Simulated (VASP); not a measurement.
# Li (R-3m) in VASP: relaxation of cell and atoms with PBEsol

Aim: the relaxation of cell and atoms of Li with PBEsol.

All numbers are computed with VASP 6.6.1; they aren't measurements. Logs are shortened: lines on timing, memory, paths and dates and some standing lists are left out, and cuts for length are marked.

### 1 The cell of the first run

It takes space group R-3m (No. 166, trigonal). The conventional cell has a = 2.813 Å, b = 2.813 Å, c = 7.453 Å, α = 90.00°, β = 90.00°, γ = 120.00°. Li (site symmetry 3m) has 6 Li at 1.89 to 2.22 Å within 2.5 Å.

### 2 Relaxation of cell and atoms, PBEsol, target pressure 52 GPa, at which the enthalpy is minimised

INCAR reads:

```
PREC = Accurate ; ENCUT = 600
EDIFF = 1E-6 ; ISMEAR = -1
SIGMA = 0.1 ; LREAL = False
LASPH = True ; NELM = 100
ALGO = Normal ; ISIF = 3
LWAVE = False ; LCHARG = False
GGA = PS ; IBRION = 2
NSW = 60 ; EDIFFG = -0.005
PSTRESS = 520.0
```

KPOINTS reads:

```
Automatic mesh
0
Gamma
  16 16 16
```

POSCAR reads:

```
Li
1.0
    1.4063100516     -0.8119334868      2.4844810911
    0.0000000000      1.6238669737      2.4844810911
   -1.4063100516     -0.8119334868      2.4844810911
Li
2
Direct
    0.2320000000      0.2320000000      0.2320000000
   -0.2320000000     -0.2320000000     -0.2320000000
```

Potentials or basis: VASP PAW PBE potentials, release 64 (Li_sv).

Run with:

```
> cat potpaw_PBE.64/Li_sv/POTCAR > POTCAR
> mpirun -np 1 vasp_std > vasp.out
```

OUTCAR:

```text
PREC = Accurate
   ENCUT = 600
   EDIFF = 1E-6
   ISMEAR = -1
   LREAL = False
   LASPH = True
   NELM = 100
   ISIF = 3
   GGA = PS
   IBRION = 2
   NSW = 60
   EDIFFG = -0.005
   PSTRESS = 520.0

 ion  position               nearest neighbor table
   1  0.232  0.232  0.232-   2 1.89   2 1.89   2 1.89   2 2.22   2 2.22   2 2.22
   2  0.768  0.768  0.768-   1 1.89   1 1.89   1 1.89   1 2.22   1 2.22   1 2.22

  LATTYP: Found a trigonal (rhomboedric) cell.
 ALAT       =     2.9680953894
 COS(alpha) =     0.5510102270

  Lattice vectors:

 A1 = (   1.4063100516,  -0.8119334868,   2.4844810911)
 A2 = (   0.0000000000,   1.6238669737,   2.4844810911)
 A3 = (  -1.4063100516,  -0.8119334868,   2.4844810911)

Analysis of symmetry for initial positions (statically):
=====================================================================
 Subroutine PRICEL returns:
 Original cell was already a primitive cell.

 Routine SETGRP: Setting up the symmetry group for a
 trigonal (rhombohedral) supercell.

 Subroutine GETGRP returns: Found 12 space group operations
 (whereof 12 operations were pure point group operations)
 out of a pool of 12 trial point group operations.

The static configuration has the point symmetry D_3d.

Analysis of symmetry for dynamics (positions and initial velocities):
=====================================================================
 Subroutine PRICEL returns:
 Original cell was already a primitive cell.

 Routine SETGRP: Setting up the symmetry group for a
 trigonal (rhombohedral) supercell.

 Subroutine GETGRP returns: Found 12 space group operations
 (whereof 12 operations were pure point group operations)
 out of a pool of 12 trial point group operations.

The dynamic configuration has the point symmetry D_3d.

 Subroutine INISYM returns: Found 12 space group operations
 (whereof 12 operations are pure point group operations),
 and found     1 'primitive' translations

----------------------------------------------------------------------------------------

                                     Primitive cell

  volume of cell :      17.0211

  direct lattice vectors                    reciprocal lattice vectors
     1.406310052 -0.811933487  2.484481091     0.355540373 -0.205271330  0.134166178
     0.000000000  1.623866974  2.484481091     0.000000000  0.410542660  0.134166178
    -1.406310052 -0.811933487  2.484481091    -0.355540373 -0.205271330  0.134166178

  length of vectors
     2.968095389  2.968095389  2.968095389     0.431909526  0.431909526  0.431909526

  position of ions in fractional coordinates (direct lattice)
     0.232000000  0.232000000  0.232000000
     0.768000000  0.768000000  0.768000000

  ion indices of the primitive-cell ions
   primitive index   ion index
                 1           1
                 2           2

----------------------------------------------------------------------------------------

 KPOINTS: Automatic mesh

Automatic generation of k-mesh.
 Grid dimensions read from file:
 generate k-points for:   16   16   16

 Generating k-lattice:

  Cartesian coordinates                     Fractional coordinates (reciprocal lattice)
     0.022221273 -0.012829458  0.008385386     0.062500000 -0.000000000 -0.000000000
     0.000000000  0.025658916  0.008385386     0.000000000  0.062500000  0.000000000
    -0.022221273 -0.012829458  0.008385386    -0.000000000 -0.000000000  0.062500000

  Length of vectors
     0.026994345  0.026994345  0.026994345

  Shift w.r.t. Gamma in fractional coordinates (k-lattice)
     0.000000000  0.000000000  0.000000000

 Subroutine IBZKPT returns following result:
 ===========================================

 Found    417 irreducible k-points:

 Following reciprocal coordinates:
            Coordinates               Weight
  0.000000  0.000000  0.000000      1.000000
  0.062500 -0.000000  0.000000      6.000000
  0.125000 -0.000000  0.000000      6.000000
  0.187500  0.000000  0.000000      6.000000
  0.250000 -0.000000  0.000000      6.000000
  0.312500 -0.000000  0.000000      6.000000
[... 16 lines left out ...]
 -0.125000  0.062500  0.000000     12.000000
 -0.062500  0.062500 -0.000000      6.000000
 [... further k-points ...]
   k-points           NKPTS =    417   k-points in BZ     NKDIM =    417   number of bands    NBANDS=      7
   number of dos      NEDOS =    301   number of ions     NIONS =      2
   total plane-waves  NPLWV =  13824
   dimension x,y,z NGX =    24 NGY =   24 NGZ =   24
   dimension x,y,z NGXF=    48 NGYF=   48 NGZF=   48
   ions per type =               2
   NGX,Y,Z   is equivalent  to a cutoff of  13.44, 13.44, 13.44 a.u.
   NGXF,Y,Z  is equivalent  to a cutoff of  26.89, 26.89, 26.89 a.u.
 SYSTEM =  unknown system
   PREC   = accura    normal or accurate (medium, high low for compatibility)
   ISTART =      0    job   : 0-new  1-cont  2-samecut
   ICHARG =      2    charge: 1-file 2-atom 10-const
   ISPIN  =      1    spin polarized calculation?
   LNONCOLLINEAR =      F non collinear calculations
   LSORBIT =      F    spin-orbit coupling
   LASPH  =      T    aspherical Exc in radial PAW
   ENCUT  =  600.0 eV  44.10 Ry    6.64 a.u.   5.93  5.93  5.93*2*pi/ulx,y,z
   NELM   =    100;   NELMIN=  2; NELMDL= -5     # of ELM steps
   EDIFF  = 0.1E-05   stopping-criterion for ELM
   LREAL  =      F    real-space projection
   EDIFFG = -.5E-02   stopping-criterion for IOM
   NSW    =     60    number of steps for IOM
   IBRION =      2    ionic relax: 0-MD 1-quasi-New 2-CG
   NFREE  =      1    steps in history (QN), initial steepest desc. (CG)
   ISIF   =      3    stress and relaxation
   ISYM   =      2    0-nonsym 1-usesym 2-fastsym
   POTIM  = 0.5000    time-step for ionic-motion
   TEBEG  =    0.0;   TEEND  =   0.0 temperature during run
   PSTRESS=  520.0 pullay stress
   NELECT =       6.0000    total number of electrons
   NUPDOWN=      -1.0000    fix difference up-down
   EMIN   =  10.00;   EMAX   =-10.00  energy-range for DOS
   EFERMI =   0.00;   METHOD = LEGACY
   ISMEAR =    -1;   SIGMA  =   0.10  broadening in eV -4-tet -1-fermi 0-gaus
   EFERMI_NEDOS =   21; number of points for ismear=-14 and -15
   IALGO  =     38    algorithm
   IMIX   =      4    mixing-type and parameters
     AMIX     =   0.40;   BMIX     =  1.00
     AMIX_MAG =   1.60;   BMIX_MAG =  1.00
  volume/ion in A,a.u.               =       8.51        57.43
  Fermi-wavevector in a.u.,A,eV,Ry     =   1.156456  2.185385 18.196300  1.337390
  Thomas-Fermi vector in A             =   2.293076
   LORBIT       =      0    0 simple, 1 ext, 2 COOP (PROOUT), +10 PAW based schemes
   GGA     = PS    functional components
   LHFCALC =     F    Hartree Fock is set to
   AEXX    =    0.0000 exact exchange contribution
   IVDW    =     0    specifies the selected vdW correction
   LEPSILON=     F    determine dielectric tensor
   LRPA    =     F    only Hartree local field effects (RPA)
 conjugate gradient relaxation of ions
 non-spin polarized calculation
  energy-cutoff  :      600.00
  volume of cell :       17.02
 maximum number of plane-waves:       592
   NGX = 11   NGY = 11   NGZ = 11

--------------------------------------- Ionic step        1  -------------------------------------------

 number of electron       6.0000000 magnetization

 Free energy of the ion-electron system (eV)
  ---------------------------------------------------
  ext. energy  EPLUGINS =         0.00000000
  ---------------------------------------------------
  free energy    TOTEN  =        -1.90448640 eV

  energy without entropy =       -1.89683028  energy(sigma->0) =       -1.90065834

------------------------ aborting loop because EDIFF is reached ----------------------------------------

  FORCE on cell =-STRESS in cart. coord.  units (eV):
  Direction    XX          YY          ZZ          XY          YZ          ZX
  --------------------------------------------------------------------------------------
  -------------------------------------------------------------------------------------
  Total        4.7563200      4.7563200      3.8423095     -0.0000000      0.0000000     -0.0000000
  in kB      447.7062563    447.7062562    361.6716345     -0.0000000      0.0000000     -0.0000000
  external PRESSURE =    -100.9719510 kB  Pullay stress =     520.0000000 kB
[... 93 lines left out ...]
  FREE ENERGIE OF THE ION-ELECTRON SYSTEM (eV)
  ---------------------------------------------------
  free  energy   TOTEN  =        -1.4907586618 eV

  energy  without entropy=       -1.4829039836  energy(sigma->0) =       -1.48683132

  enthalpy is  TOTEN    =         3.5410003970 eV   P V=        5.0317590588

[... ionic steps 4 to 24 ...]

--------------------------------------- Ionic step       25  -------------------------------------------

 number of electron       5.9999999 magnetization

------------------------ aborting loop because EDIFF is reached ----------------------------------------

  FORCE on cell =-STRESS in cart. coord.  units (eV):
  Direction    XX          YY          ZZ          XY          YZ          ZX
  --------------------------------------------------------------------------------------
  -------------------------------------------------------------------------------------
  Total        5.1599633      5.1599632      5.1837588      0.0000000      0.0000000      0.0000000
  in kB      518.1994263    518.1994174    520.5891371      0.0000000      0.0000022      0.0000000
  external PRESSURE =      -1.0040064 kB  Pullay stress =     520.0000000 kB
[... 61 lines left out ...]
  enthalpy is  TOTEN    =         3.5164593347 eV   P V=        5.1742938988

--------------------------------------- Ionic step       27  -------------------------------------------

 number of electron       6.0000000 magnetization

 Free energy of the ion-electron system (eV)
  ---------------------------------------------------
  ext. energy  EPLUGINS =         0.00000000
  ---------------------------------------------------
  free energy    TOTEN  =        -1.65052268 eV

  energy without entropy =       -1.63836744  energy(sigma->0) =       -1.64444506

 E-fermi :   4.5253     XC(G=0):  -9.7532

 val. band max:        4.5054758479   @ k =  -0.3125   0.4375   0.3125
 cond. band min:       4.5561439284   @ k =  -0.3125   0.3750   0.1875
 fundamental gap:      0.0506680805
 Fermi energy:         4.5252938418

 k-point     1 :       0.0000    0.0000    0.0000
  band No.  band energies     occupation
      1     -41.3772      2.00000
      2     -40.2736      2.00000
      3       0.6808      2.00000
      4      16.2052      0.00000
      5      16.2052      0.00000
      6      18.2843      0.00000
      7      21.4825      0.00000
[... 221 lines left out ...]
 k-point    24 :      -0.0625    0.0625   -0.0000
  band No.  band energies     occupation
      1     -41.3454      2.00000
      2     -40.2980      2.00000
      3       0.7830      2.00000
      4      14.9489      0.00000
      5      15.2512      0.00000
      6      17.7202      0.00000
      7      22.3500      0.00000

 [... further k-points ...]
[... 5 lines left out ...]
  --------------------------------------------------------------------------------------
  -------------------------------------------------------------------------------------
  Total        5.1658420      5.1658417      5.1625941     -0.0000000      0.0000001      0.0000000
  in kB      519.8928127    519.8927862    519.5659409     -0.0000000      0.0000065      0.0000000
  external PRESSURE =      -0.2161534 kB  Pullay stress =     520.0000000 kB
[... 17 lines left out ...]
  FREE ENERGIE OF THE ION-ELECTRON SYSTEM (eV)
  ---------------------------------------------------
  free  energy   TOTEN  =        -1.6505226790 eV

  energy  without entropy=       -1.6383674358  energy(sigma->0) =       -1.64444506

  enthalpy is  TOTEN    =         3.5163843638 eV   P V=        5.1669070427

 reached required accuracy - stopping structural energy minimisation
```

Wall time 12 min (1 thread of Intel Xeon Platinum 8375C at 2.90GHz (Ice Lake), shared host); peak memory 0.17 GiB.

What came out:

```yaml
Free_energy: -1.6505 eV
Relaxed_volume: 7.96 Å³/atom
Relaxed_cell: a = 2.756 Å, b = 2.756 Å, c = 2.756 Å, α = 63.44°, β = 63.44°, γ = 63.44°
Space_group_after_relaxing_to_0.05_Å: R-3m (No. 166)
Energy_change_on_relaxing_the_enthalpy_is_what_falls: +127.0 meV/atom
Ionic_steps: 27
Pressure_after_relaxing: 52.0 GPa
Band_gap_on_the_k_mesh: zero (band 3 reaches 4.72 eV, above the bottom of band 4 at 4.41 eV)
```

Forces in eV/Å, atoms in the order of the input:
```
Li   0.000  0.000  0.002
Li   0.000  0.000 -0.002
```

The path:
| step | energy change (eV) | largest force (eV/Å) | pressure (GPa) | volume (Å³) |
| --- | --- | --- | --- | --- |
| 1 | 0.0000 | 0.6029 | 41.90 | 17.02 |
| 2 | 0.3418 | 0.2868 | 52.50 | 15.73 |
| 3 | 0.4137 | 0.2305 | 54.69 | 15.50 |
| 4 | 0.3455 | 0.1415 | 53.48 | 15.68 |
| 5 | 0.2426 | 0.0348 | 51.51 | 15.97 |
| 6 | 0.2167 | 0.0157 | 50.99 | 16.05 |
| 7 | 0.2090 | 0.0104 | 50.81 | 16.07 |
| 8 | 0.2609 | 0.0134 | 52.30 | 15.91 |
| 9 | 0.2599 | 0.0134 | 52.30 | 15.91 |
| 10 | 0.2566 | 0.0173 | 52.21 | 15.92 |
| 11 | 0.2473 | 0.0267 | 52.02 | 15.95 |
| 12 | 0.2316 | 0.0339 | 51.79 | 15.99 |
| 13 | 0.2568 | 0.0343 | 52.46 | 15.91 |
| 14 | 0.2736 | 0.0340 | 52.89 | 15.86 |
| 15 | 0.2731 | 0.0330 | 52.88 | 15.86 |
| 16 | 0.2715 | 0.0289 | 52.81 | 15.87 |
| 17 | 0.2692 | 0.0195 | 52.68 | 15.87 |
| 18 | 0.2686 | 0.0154 | 52.64 | 15.88 |
| 19 | 0.2545 | 0.0132 | 52.23 | 15.92 |
| 20 | 0.2467 | 0.0120 | 52.03 | 15.94 |
| 21 | 0.2313 | 0.0096 | 51.60 | 15.99 |
| 22 | 0.2426 | 0.0114 | 51.95 | 15.96 |
| 23 | 0.2409 | 0.0108 | 51.91 | 15.96 |
| 24 | 0.2414 | 0.0110 | 51.89 | 15.96 |
| 25 | 0.2432 | 0.0098 | 51.90 | 15.95 |
| 26 | 0.2467 | 0.0069 | 51.92 | 15.94 |
| 27 | 0.2540 | 0.0022 | 51.98 | 15.92 |

Final structure:
```
Li
1.0
     1.44874   -0.83643    2.18961
     0.00000    1.67286    2.18961
    -1.44874   -0.83643    2.18961
Li
2
Direct
  0.23885 0.23885 0.23885
  0.76115 0.76115 0.76115
```

Levels at points of the mesh, in eV from the Fermi level:
| k point | band 1 | band 2 | band 3 | band 4 | band 5 | band 6 |
| --- | --- | --- | --- | --- | --- | --- |
| (0.00, 0.00, 0.00) | -45.90 | -44.80 | -3.84 | 11.68 | 11.68 | 13.76 |
| (0.50, 0.00, 0.00) | -45.36 | -45.26 | -0.63 | -0.12 | 11.60 | 12.91 |
| (0.50, 0.50, 0.00) | -45.46 | -45.10 | -2.04 | 4.68 | 6.23 | 7.53 |
| (0.50, 0.50, 0.50) | -45.45 | -45.13 | -0.59 | 1.00 | 11.02 | 11.02 |

Caveat: the cutoff is under 1.25 times the usual one of these potentials, so pressure, stress and relaxed cells hold a basis-set (Pulay) error; the cell is relaxed towards a set pressure, so the enthalpy falls and the energy may rise; the PAW data sets were made with another functional, which shifts forces and pressure a little.
